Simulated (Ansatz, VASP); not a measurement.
# One calculation of In2S, two programs

```xyz
6
Lattice="3.9485 -0.0604 -0.0100 -0.0620 3.9504 -0.0088 -0.0273 -0.0228 10.9108" Properties=species:S:1:pos:R:3 pbc="T T T"
In    1.9666   -0.0304    3.6104
In    1.9494   -0.0455    9.0653
In    3.9077    1.9175    1.8253
In    3.8930    1.8931    7.2817
S    -0.0054   -0.0255    5.4561
S     0.0039    0.0030   -0.0006
```

Change from the starting cell: cell x2, atoms moved at random (sigma 0.05 Å) and cell strained at random (1.5 %), then relaxed without symmetry.

Alike in both runs: functional PBE; k mesh 6 × 6 × 2; occupations gaussian, width 0.2 eV; no spin polarisation.

Ansatz relaxed the structure, and its values are those at the end. VASP's run is a single point on that final structure, the one shown.

|  | VASP | Ansatz |
| --- | --- | --- |
| version | VASP 6.6.1 | Ansatz 0.2.0 |
| potentials or method | VASP PAW PBE potentials, release 64 (In_d, S), cutoff 520 eV | scalar-relativistic, plane waves, PAW |
| valence electrons in the cell | 64 | 64 |

|  | VASP | Ansatz | Ansatz less VASP |
| --- | --- | --- | --- |
| gap on the k mesh at the Fermi level (eV) | none | none | - |
| pressure (GPa) | 0.0 | 0.0 | +0.02 |
| rms of the force components (eV/Å) | 0.005 | 0.002 | -0.0028 |

A gap of «none» marks a metal or a gap that the smearing closes. With one functional, cell and mesh, what is left measures potentials, basis and numerics.
